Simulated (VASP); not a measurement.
# NiPt (R-3m) in VASP: single point with LDA

Aim: the single point of NiPt with LDA.

Everything below comes from runs of VASP 6.6.1. Logs are shortened: lines on timing, memory, paths and dates and some standing lists are left out, and cuts for length are marked.

## 1. The cell of the first run

The structure is trigonal, space group R-3m (No. 166). Conventional cell: a = 2.707 Å, b = 2.707 Å, c = 12.689 Å, α = 90.00°, β = 90.00°, γ = 120.00°. Within 3.5 Å of Ni (site symmetry -3m) lie 6 Pt at 2.63 Å and 6 Ni at 2.71 Å. Within 3.5 Å of Pt (site symmetry -3m) lie 6 Ni at 2.63 Å and 6 Pt at 2.71 Å.

## 2. Single point, LDA, non-collinear spin, typed start, spin-orbit coupling

Contents of INCAR:

```
SYSTEM = NiPt
PREC = Accurate
ENCUT = 520
EDIFF = 1E-7
ISMEAR = -1
SIGMA = 0.1
LREAL = .FALSE.
LASPH = .TRUE.
NELM = 150
ALGO = Normal
ISIF = 2
LWAVE = .FALSE.
LCHARG = .FALSE.
MAGMOM = -0.7 0 0 -0.2 0 0
LORBIT = 11
LSORBIT = .TRUE.
GGA_COMPAT = .FALSE.
LORBMOM = .TRUE.
LMAXMIX = 4
NBANDS = 32
```

Contents of KPOINTS:

```
regular mesh
0
G
  9 9 9
  0 0 0
```

Contents of POSCAR:

```
NiPt
1.0
    1.3535998424      0.7815012334      4.2296453483
   -1.3535998424      0.7815012334      4.2296453483
    0.0000000000     -1.5630024668      4.2296453483
Ni Pt
1 1
Direct
    0.0000000000      0.0000000000      0.0000000000
    0.5000000000      0.5000000000      0.5000000000
```

Potentials or basis: VASP PAW LDA potentials, release 64 (Ni, Pt).

Launch:

```sh
$ cat potpaw_LDA.64/Ni/POTCAR potpaw_LDA.64/Pt/POTCAR > POTCAR
$ mpirun -np 1 vasp_ncl > vasp.out
```

OUTCAR:

```text
SYSTEM = NiPt
   PREC = Accurate
   ENCUT = 520
   EDIFF = 1E-7
   ISMEAR = -1
   LREAL = .FALSE.
   LASPH = .TRUE.
   NELM = 150
   ISIF = 2
   LORBIT = 11
   LSORBIT = .TRUE.

 ion  position               nearest neighbor table
   1  0.000  0.000  0.000-   2 2.63   2 2.63   2 2.63   2 2.63   2 2.63   2 2.63
   2  0.500  0.500  0.500-   1 2.63   1 2.63   1 2.63   1 2.63   1 2.63   1 2.63

  LATTYP: Found a trigonal (rhomboedric) cell.
 ALAT       =     4.5091990956
 COS(alpha) =     0.8197763573

  Lattice vectors:

 A1 = (   1.3535998424,   0.7815012334,   4.2296453483)
 A2 = (  -1.3535998424,   0.7815012334,   4.2296453483)
 A3 = (   0.0000000000,  -1.5630024668,   4.2296453483)

Analysis of symmetry for initial positions (statically):
=====================================================================
 Subroutine PRICEL returns:
 Original cell was already a primitive cell.

 Routine SETGRP: Setting up the symmetry group for a
 trigonal (rhombohedral) supercell.

 Subroutine GETGRP returns: Found 12 space group operations
 (whereof 12 operations were pure point group operations)
 out of a pool of 12 trial point group operations.

The static configuration has the point symmetry D_3d.

Analysis of symmetry for dynamics (positions and initial velocities):
=====================================================================
 Subroutine PRICEL returns:
 Original cell was already a primitive cell.

 Routine SETGRP: Setting up the symmetry group for a
 trigonal (rhombohedral) supercell.

 Subroutine GETGRP returns: Found 12 space group operations
 (whereof 12 operations were pure point group operations)
 out of a pool of 12 trial point group operations.

The dynamic configuration has the point symmetry D_3d.

Analysis of structural, dynamic, and magnetic symmetry:
=====================================================================
 Subroutine PRICEL returns:
 Original cell was already a primitive cell.

 Routine SETGRP: Setting up the symmetry group for a
 trigonal (rhombohedral) supercell.

 Subroutine GETGRP returns: Found  4 space group operations
 (whereof  4 operations were pure point group operations)
 out of a pool of 12 trial point group operations.

The overall configuration has the point symmetry C_2h.

 Subroutine INISYM returns: Found  4 space group operations
 (whereof  4 operations are pure point group operations),
 and found     1 'primitive' translations

----------------------------------------------------------------------------------------

                                     Primitive cell

  volume of cell :      26.8457

  direct lattice vectors                    reciprocal lattice vectors
     1.353599842  0.781501233  4.229645348     0.369385386  0.213264752  0.078808814
    -1.353599842  0.781501233  4.229645348    -0.369385386  0.213264752  0.078808814
     0.000000000 -1.563002467  4.229645348     0.000000000 -0.426529504  0.078808814

  length of vectors
     4.509199096  4.509199096  4.509199096     0.433749060  0.433749060  0.433749060

  position of ions in fractional coordinates (direct lattice)
     0.000000000  0.000000000  0.000000000
     0.500000000  0.500000000  0.500000000

  ion indices of the primitive-cell ions
   primitive index   ion index
                 1           1
                 2           2

----------------------------------------------------------------------------------------

 KPOINTS: regular mesh

Automatic generation of k-mesh.
 Grid dimensions read from file:
 generate k-points for:    9    9    9

 Generating k-lattice:

  Cartesian coordinates                     Fractional coordinates (reciprocal lattice)
     0.041042821  0.023696084  0.008756535     0.111111111  0.000000000  0.000000000
    -0.041042821  0.023696084  0.008756535     0.000000000  0.111111111  0.000000000
     0.000000000 -0.047392167  0.008756535     0.000000000  0.000000000  0.111111111

  Length of vectors
     0.048194340  0.048194340  0.048194340

  Shift w.r.t. Gamma in fractional coordinates (k-lattice)
     0.000000000  0.000000000  0.000000000

 Subroutine IBZKPT returns following result:
[... 94 lines left out ...]
  ext. energy  EPLUGINS =         0.00000000
  ---------------------------------------------------
  free energy    TOTEN  =       -14.54943112 eV

  energy without entropy =      -14.44240219  energy(sigma->0) =      -14.49591665

 E-fermi :   9.8399     XC(G=0): -13.4388

 val. band max:        9.8389899059   @ k =  -0.3333  -0.4444   0.2222
 cond. band min:       9.8414492170   @ k =  -0.4444  -0.2222  -0.4444
 fundamental gap:      0.0024593111
 Fermi energy:         9.8398556110

 k-point     1 :       0.0000    0.0000    0.0000
  band No.  band energies     occupation
      1       0.0909      1.00000
      2       0.1238      1.00000
      3       3.3877      1.00000
      4       3.4804      1.00000
      5       5.3131      1.00000
      6       5.3131      1.00000
[... 829 lines left out ...]
     31      22.7406      0.00000
     32      22.8447      0.00000

 [... further k-points ...]

------------------------ aborting loop because EDIFF is reached ----------------------------------------

  FORCE on cell =-STRESS in cart. coord.  units (eV):
  Direction    XX          YY          ZZ          XY          YZ          ZX
  --------------------------------------------------------------------------------------
  -------------------------------------------------------------------------------------
  Total       -2.2275899     -2.2261878     -2.1488927      0.0000000      0.0009631      0.0000000
  in kB     -132.9445865   -132.8609080   -128.2478671      0.0000000      0.0574806      0.0000000
  external PRESSURE =    -131.3511205 kB  Pullay stress =       0.0000000 kB

 VOLUME and BASIS-vectors are now :
 -----------------------------------------------------------------------------
  energy-cutoff  :      520.00
  volume of cell :       26.85
      direct lattice vectors                 reciprocal lattice vectors
     1.353599842  0.781501233  4.229645348     0.369385386  0.213264752  0.078808814
    -1.353599842  0.781501233  4.229645348    -0.369385386  0.213264752  0.078808814
     0.000000000 -1.563002467  4.229645348     0.000000000 -0.426529504  0.078808814

 POSITION                                       TOTAL-FORCE (eV/Angst)
 -----------------------------------------------------------------------------------
      0.00000      0.00000      0.00000         0.000000      0.000000      0.000000
      0.00000      0.00000      6.34447         0.000000     -0.000000     -0.000000
 -----------------------------------------------------------------------------------
    total drift:                                0.000000      0.000000      0.000000

  FREE ENERGIE OF THE ION-ELECTRON SYSTEM (eV)
  ---------------------------------------------------
  free  energy   TOTEN  =       -14.5494311157 eV

  energy  without entropy=      -14.4424021880  energy(sigma->0) =      -14.49591665

 orbital moment (x)

 # of ion     p       d       tot
 ----------------------------------------
  1         0.000   0.004   0.004
  2        -0.001  -0.047  -0.048
 ----------------------------------------
           -0.001  -0.043  -0.044

 orbital moment (y)

 # of ion     p       d       tot
 ----------------------------------------
  1        -0.000   0.000   0.000
  2         0.000  -0.000  -0.000
 ----------------------------------------
           -0.000   0.000   0.000

 orbital moment (z)

 # of ion     p       d       tot
 ----------------------------------------
  1         0.000   0.000   0.000
  2         0.000  -0.000  -0.000
 ----------------------------------------
            0.000  -0.000  -0.000

 Spin-Orbit-Coupling matrix elements

 Ion:    1  E_soc:     -0.0137822
 l=   1
     0.0000000    -0.0005864    -0.0003594
    -0.0005864     0.0000000    -0.0005838
    -0.0003594    -0.0005838     0.0000000
 l=   2
     0.0000000    -0.0002583     0.0000000    -0.0003161    -0.0020895
    -0.0002583     0.0000000    -0.0009023    -0.0004203    -0.0003174
     0.0000000    -0.0009023     0.0000000    -0.0007975     0.0000000
    -0.0003161    -0.0004203    -0.0007975     0.0000000    -0.0002601
    -0.0020895    -0.0003174     0.0000000    -0.0002601     0.0000000
 l=   3
     0.0000000     0.0000000     0.0000000     0.0000000     0.0000000     0.0000000     0.0000000
     0.0000000     0.0000000     0.0000000     0.0000000     0.0000000     0.0000000     0.0000000
     0.0000000     0.0000000     0.0000000     0.0000000     0.0000000     0.0000000     0.0000000
     0.0000000     0.0000000     0.0000000     0.0000000     0.0000000     0.0000000     0.0000000
     0.0000000     0.0000000     0.0000000     0.0000000     0.0000000     0.0000000     0.0000000
     0.0000000     0.0000000     0.0000000     0.0000000     0.0000000     0.0000000     0.0000000
     0.0000000     0.0000000     0.0000000     0.0000000     0.0000000     0.0000000     0.0000000

 Ion:    2  E_soc:     -0.7794163
 l=   1
     0.0000000    -0.0361151    -0.0385361
    -0.0361151     0.0000000    -0.0361297
    -0.0385361    -0.0361297     0.0000000
 l=   2
     0.0000000    -0.0195640     0.0000000    -0.0195409    -0.0709185
    -0.0195640     0.0000000    -0.0543790    -0.0205837    -0.0195335
     0.0000000    -0.0543790     0.0000000    -0.0548480     0.0000000
    -0.0195409    -0.0205837    -0.0548480     0.0000000    -0.0195597
    -0.0709185    -0.0195335     0.0000000    -0.0195597     0.0000000
 l=   3
     0.0000000     0.0000000     0.0000000     0.0000000     0.0000000     0.0000000     0.0000000
     0.0000000     0.0000000     0.0000000     0.0000000     0.0000000     0.0000000     0.0000000
     0.0000000     0.0000000     0.0000000     0.0000000     0.0000000     0.0000000     0.0000000
     0.0000000     0.0000000     0.0000000     0.0000000     0.0000000     0.0000000     0.0000000
     0.0000000     0.0000000     0.0000000     0.0000000     0.0000000     0.0000000     0.0000000
     0.0000000     0.0000000     0.0000000     0.0000000     0.0000000     0.0000000     0.0000000
     0.0000000     0.0000000     0.0000000     0.0000000     0.0000000     0.0000000     0.0000000

 total charge

# of ion       s       p       d       tot
------------------------------------------
    1        0.426   0.420   8.333   9.178
    2        0.701   0.676   8.010   9.387
--------------------------------------------------
tot          1.126   1.096  16.343  18.565

 magnetization (x)

# of ion       s       p       d       tot
------------------------------------------
    1        0.003   0.006  -0.611  -0.601
    2        0.002   0.011  -0.158  -0.146
--------------------------------------------------
tot          0.004   0.017  -0.769  -0.747

 magnetization (y)

# of ion       s       p       d       tot
------------------------------------------
    1        0.000   0.000   0.000   0.000
    2        0.000   0.000   0.000   0.000
--------------------------------------------------
tot          0.000   0.000   0.000   0.000

 magnetization (z)

# of ion       s       p       d       tot
------------------------------------------
    1        0.000   0.000   0.000   0.000
    2        0.000   0.000   0.000   0.000
--------------------------------------------------
tot          0.000   0.000   0.000   0.000
```

It took 11 min on 1 thread of Intel Xeon 6975P-C (Granite Rapids), shared host; peak memory 0.47 GiB.

Results:

| Property | Result |
| --- | --- |
| Free energy | -14.5494 eV |
| Pressure | -13.1 GPa |
| Net moment | 0.74 μB per cell |
| Valence electrons inside the program's atomic spheres | Ni 9.18; Pt 9.39 |

Moments on the atoms (μB; x, y, z):
```
Ni  -0.60  0.00  0.00
Pt  -0.15  0.00  0.00
```

Caveat: the cell stands under tension.
